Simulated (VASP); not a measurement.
# KCl (I4/mmm) in VASP: further runs

Runs on KCl. Level: r2SCAN. Tasks: single point.

Program: VASP 6.6.1. These are calculated values, not measurements. Logs are shortened: lines on timing, memory, paths and dates and some standing lists are left out, and cuts for length are marked.

### Step 1. The cell of the first run

Symmetry: I4/mmm, No. 139, tetragonal system. The conventional cell has a = 4.263 Å, b = 4.263 Å, c = 6.312 Å, α = 90.00°, β = 90.00°, γ = 90.00°. K (site symmetry 4/mmm) has 6 Cl at 3.01 to 3.16 Å within 4.0 Å. Within 4.0 Å of Cl (site symmetry 4/mmm) lie 6 K at 3.01 to 3.16 Å.

### Step 2. Single point, r2SCAN (strain -0.0450 x Voigt [1, 1, 0, 0, 0, 0])

POSCAR reads:

```
KCl
1.0
    0.0000000000      3.0140755000      3.1561000000
    3.0140755000      0.0000000000      3.1561000000
    3.0140755000      3.0140755000      0.0000000000
K Cl
1 1
Direct
    0.0000000000      0.0000000000      0.0000000000
    0.5000000000      0.5000000000      0.5000000000
```

INCAR.step1 reads:

```
SYSTEM = KCl
PREC = Accurate
ENCUT = 520
ISMEAR = 0
SIGMA = 0.05
LREAL = .False.
LASPH = .True.
NELM = 80
NBANDS = 15
GGA = PE
ALGO = Normal
EDIFF = 1E-4
LWAVE = .True.
LCHARG = .False.
```

INCAR.step2 reads:

```
SYSTEM = KCl
PREC = Accurate
ENCUT = 520
EDIFF = 1E-6
ISMEAR = 0
SIGMA = 0.05
LREAL = .False.
LASPH = .True.
NELM = 80
ALGO = Normal
ISIF = 2
LWAVE = .False.
LCHARG = .True.
METAGGA = R2SCAN
LMIXTAU = .True.
LELF = .True.
LVHAR = .True.
NBANDS = 15
ISTART = 1
```

KPOINTS reads:

```
Automatic mesh
0
Gamma
  6 6 6
  0 0 0
```

Potentials or basis: VASP PAW PBE potentials, release 64 (K_sv, Cl).

Started as:

```sh
> cat potpaw_PBE.64/K_sv/POTCAR potpaw_PBE.64/Cl/POTCAR > POTCAR
> cp INCAR.step1 INCAR
> mpirun -np 1 vasp_std > vasp.out
> cp INCAR.step2 INCAR
> mpirun -np 1 vasp_std > vasp.out
```

OUTCAR:

```text
SYSTEM = KCl
   PREC = Accurate
   ENCUT = 520
   EDIFF = 1E-6
   ISMEAR = 0
   LREAL = .False.
   LASPH = .True.
   NELM = 80
   ISIF = 2
   METAGGA = R2SCAN
   ISTART = 1

 ion  position               nearest neighbor table
   1  0.000  0.000  0.000-   2 3.01   2 3.01   2 3.01   2 3.01   2 3.16   2 3.16
   2  0.500  0.500  0.500-   1 3.01   1 3.01   1 3.01   1 3.01   1 3.16   1 3.16

  LATTYP: Found a body centered tetragonal cell.
 ALAT       =     4.2625464501
 C/A-ratio  =     1.4808518978

  Lattice vectors:

 A1 = (  -3.0140755000,   0.0000000000,   3.1561000000)
 A2 = (   3.0140755000,   0.0000000000,   3.1561000000)
 A3 = (   0.0000000000,   3.0140755000,  -3.1561000000)

Analysis of symmetry for initial positions (statically):
=====================================================================
 Subroutine PRICEL returns:
 Original cell was already a primitive cell.

 Routine SETGRP: Setting up the symmetry group for a
 body centered tetragonal supercell.

 Subroutine GETGRP returns: Found 16 space group operations
 (whereof 16 operations were pure point group operations)
 out of a pool of 16 trial point group operations.

The static configuration has the point symmetry D_4h.

Analysis of symmetry for dynamics (positions and initial velocities):
=====================================================================
 Subroutine PRICEL returns:
 Original cell was already a primitive cell.

 Routine SETGRP: Setting up the symmetry group for a
 body centered tetragonal supercell.

 Subroutine GETGRP returns: Found 16 space group operations
 (whereof 16 operations were pure point group operations)
 out of a pool of 16 trial point group operations.

The dynamic configuration has the point symmetry D_4h.

 Subroutine INISYM returns: Found 16 space group operations
 (whereof 16 operations are pure point group operations),
 and found     1 'primitive' translations

----------------------------------------------------------------------------------------

                                     Primitive cell

  volume of cell :      57.3441

  direct lattice vectors                    reciprocal lattice vectors
     0.000000000  3.014075500  3.156100000    -0.165888346  0.165888346  0.158423371
     3.014075500  0.000000000  3.156100000     0.165888346 -0.165888346  0.158423371
     3.014075500  3.014075500  0.000000000     0.165888346  0.165888346 -0.158423371

  length of vectors
[... 86 lines left out ...]
   IBRION =     -1    ionic relax: 0-MD 1-quasi-New 2-CG
   NFREE  =      0    steps in history (QN), initial steepest desc. (CG)
   ISIF   =      2    stress and relaxation
   ISYM   =      2    0-nonsym 1-usesym 2-fastsym
   POTIM  = 0.5000    time-step for ionic-motion
   TEBEG  =    0.0;   TEEND  =   0.0 temperature during run
   PSTRESS=    0.0 pullay stress
   NELECT =      16.0000    total number of electrons
   NUPDOWN=      -1.0000    fix difference up-down
   EMIN   =  10.00;   EMAX   =-10.00  energy-range for DOS
   EFERMI =   0.00;   METHOD = LEGACY
   ISMEAR =     0;   SIGMA  =   0.05  broadening in eV -4-tet -1-fermi 0-gaus
   EFERMI_NEDOS =   21; number of points for ismear=-14 and -15
   IALGO  =     38    algorithm
   IMIX   =      4    mixing-type and parameters
     AMIX     =   0.40;   BMIX     =  1.00
     AMIX_MAG =   1.60;   BMIX_MAG =  1.00
  volume/ion in A,a.u.               =      28.67       193.49
  Fermi-wavevector in a.u.,A,eV,Ry     =   1.069757  2.021548 15.570237  1.144380
  Thomas-Fermi vector in A             =   2.205446
   LORBIT       =      0    0 simple, 1 ext, 2 COOP (PROOUT), +10 PAW based schemes
   METAGGA = R2SCAN    functional components
   LHFCALC =     F    Hartree Fock is set to
   AEXX    =    0.0000 exact exchange contribution
   IVDW    =     0    specifies the selected vdW correction
   LEPSILON=     F    determine dielectric tensor
   LRPA    =     F    only Hartree local field effects (RPA)
 non-spin polarized calculation
 Gauss-broadening in eV      SIGMA  =   0.05
  energy-cutoff  :      520.00
  volume of cell :       57.34
 maximum number of plane-waves:      1556
   NGX = 17   NGY = 17   NGZ = 15

 number of electron      16.0000000 magnetization

 Free energy of the ion-electron system (eV)
  ---------------------------------------------------
  ext. energy  EPLUGINS =         0.00000000
  ---------------------------------------------------
  free energy    TOTEN  =       -16.46231927 eV

  energy without entropy =      -16.46231927  energy(sigma->0) =      -16.46231927

 E-fermi :  -1.6732     XC(G=0):  -8.3274

 val. band max:       -1.8933038719   @ k =   0.0000   0.0000   0.0000
 cond. band min:       4.2120173477   @ k =   0.0000   0.0000   0.0000
 fundamental gap:      6.1053212197
 Fermi energy:        -1.6731648261

 k-point     1 :       0.0000    0.0000    0.0000
  band No.  band energies     occupation
      1     -29.9835      2.00000
      2     -14.6882      2.00000
      3     -12.6791      2.00000
      4     -12.6782      2.00000
      5     -12.6782      2.00000
      6      -1.9471      2.00000
      7      -1.8933      2.00000
      8      -1.8933      2.00000
      9       4.2120      0.00000
     10       6.9357      0.00000
     11       7.2542      0.00000
     12       7.2542      0.00000
     13       8.1394      0.00000
     14       8.3534      0.00000
[... 401 lines left out ...]
      2     -14.6596      2.00000
      3     -12.8070      2.00000
      4     -12.7412      2.00000
      5     -12.6775      2.00000
      6      -2.6395      2.00000
      7      -2.3183      2.00000
      8      -2.2100      2.00000
      9       5.5097      0.00000
     10       7.5845      0.00000
     11       9.1284      0.00000
     12       9.6602      0.00000
     13      10.0606      0.00000
     14      10.5324      0.00000
     15      11.2537      0.00000

 [... further k-points ...]
[... 5 lines left out ...]
  --------------------------------------------------------------------------------------
  -------------------------------------------------------------------------------------
  Total        1.0666981      1.0666981      0.1210989      0.0000000      0.0000000     -0.0000000
  in kB       29.8032142     29.8032142      3.3834668      0.0000000      0.0000000     -0.0000000
  external PRESSURE =      20.9966317 kB  Pullay stress =       0.0000000 kB

 VOLUME and BASIS-vectors are now :
 -----------------------------------------------------------------------------
  energy-cutoff  :      520.00
  volume of cell :       57.34
      direct lattice vectors                 reciprocal lattice vectors
     0.000000000  3.014075500  3.156100000    -0.165888346  0.165888346  0.158423371
     3.014075500  0.000000000  3.156100000     0.165888346 -0.165888346  0.158423371
     3.014075500  3.014075500  0.000000000     0.165888346  0.165888346 -0.158423371

 POSITION                                       TOTAL-FORCE (eV/Angst)
 -----------------------------------------------------------------------------------
      0.00000      0.00000      0.00000        -0.000000     -0.000000      0.000000
      3.01408      3.01408      3.15610         0.000000      0.000000      0.000000
 -----------------------------------------------------------------------------------
    total drift:                                0.000000     -0.000000     -0.000000

  FREE ENERGIE OF THE ION-ELECTRON SYSTEM (eV)
  ---------------------------------------------------
  free  energy   TOTEN  =       -16.4623192680 eV

  energy  without entropy=      -16.4623192680  energy(sigma->0) =      -16.46231927
```

OUTCAR.step1:

```text
SYSTEM = KCl
   PREC = Accurate
   ENCUT = 520
   ISMEAR = 0
   LREAL = .False.
   LASPH = .True.
[... 654 lines left out ...]
      0.00000      0.00000      0.00000         0.000000     -0.000000      0.000000
      3.01408      3.01408      3.15610        -0.000000      0.000000      0.000000
 -----------------------------------------------------------------------------------
    total drift:                                0.000000     -0.000000     -0.000000

  FREE ENERGIE OF THE ION-ELECTRON SYSTEM (eV)
  ---------------------------------------------------
  free  energy   TOTEN  =        -6.7354113913 eV

  energy  without entropy=       -6.7354113913  energy(sigma->0) =       -6.73541139
```

Wall time 1.7 min (1 thread of AMD EPYC 7R13 (Zen 3), shared host); peak memory 0.16 GiB.

What came out:

- Free energy: -16.4623 eV
- Pressure: 2.1 GPa
- Band gap on the k mesh: 6.11 eV, direct

Stress tensor (GPa, compression positive):
```
2.98 0.00 0.00
0.00 2.98 0.00
0.00 0.00 0.34
```

Caveat: the cell differs from its parent crystal (strain -0.0450 x Voigt [1, 1, 0, 0, 0, 0]); the PAW data sets were made with another functional, which shifts forces and pressure a little.

### Step 3. Single point, r2SCAN (strain -0.0300 x Voigt [1, 1, 0, 0, 0, 0])

POSCAR reads:

```
KCl
1.0
    0.0000000000      3.0614170000      3.1561000000
    3.0614170000      0.0000000000      3.1561000000
    3.0614170000      3.0614170000      0.0000000000
K Cl
1 1
Direct
    0.0000000000      0.0000000000      0.0000000000
    0.5000000000      0.5000000000      0.5000000000
```

INCAR.step1 reads:

```
ALGO = Normal ; EDIFF = 1E-4
ENCUT = 520 ; GGA = PE
ISMEAR = 0 ; LASPH = T
LCHARG = F ; LREAL = F
LWAVE = T ; NBANDS = 15
NELM = 100 ; PREC = Accurate
SIGMA = 0.05
```

INCAR.step2 reads:

```
ALGO = Normal ; EDIFF = 1E-7
ENCUT = 520 ; ISIF = 2
ISMEAR = 0 ; ISTART = 1
LASPH = T ; LCHARG = F
LMIXTAU = T ; LREAL = F
LWAVE = F ; METAGGA = R2SCAN
NBANDS = 15 ; NELM = 100
PREC = Accurate ; SIGMA = 0.05
```

KPOINTS reads:

```
k-points
0
Gamma
  6 6 6
```

Potentials or basis: VASP PAW PBE potentials, release 64 (K_sv, Cl).

Started as:

```sh
> cat potpaw_PBE.64/K_sv/POTCAR potpaw_PBE.64/Cl/POTCAR > POTCAR
> cp INCAR.step1 INCAR
> mpirun -np 1 vasp_std > vasp.out
> cp INCAR.step2 INCAR
> mpirun -np 1 vasp_std > vasp.out
```

It took 2.2 min on 1 thread of AMD EPYC 7R13 (Zen 3), shared host; peak memory 0.19 GiB.

It converged, with:

```yaml
Free_energy: -16.4893 eV
Pressure: 1.2 GPa
Band_gap_on_the_k_mesh: 6.00 eV, direct
```

Stress tensor (GPa, compression positive):
```
1.69 0.00 0.00
0.00 1.69 0.00
0.00 0.00 0.15
```

Levels at points of the mesh, in eV from the valence-band top:
| k point | band 5 | band 6 | band 7 | band 8 | band 9 | band 10 | band 11 | band 12 |
| --- | --- | --- | --- | --- | --- | --- | --- | --- |
| (0.00, 0.00, 0.00) | -10.85 | -0.03 | 0.00 | 0.00 | 6.00 | 8.91 | 9.11 | 9.11 |
| (0.50, 0.00, 0.00) | -10.59 | -1.15 | -0.38 | -0.38 | 8.27 | 9.43 | 11.47 | 11.50 |
| (0.50, 0.50, 0.00) | -10.91 | -0.75 | -0.22 | -0.22 | 7.01 | 9.44 | 10.89 | 11.15 |
| (0.50, 0.00, 0.50) | -10.91 | -0.69 | -0.27 | -0.26 | 6.95 | 9.45 | 11.06 | 11.23 |

Caveat: the cell differs from its parent crystal (strain -0.0300 x Voigt [1, 1, 0, 0, 0, 0]); the PAW data sets were made with another functional, which shifts forces and pressure a little.
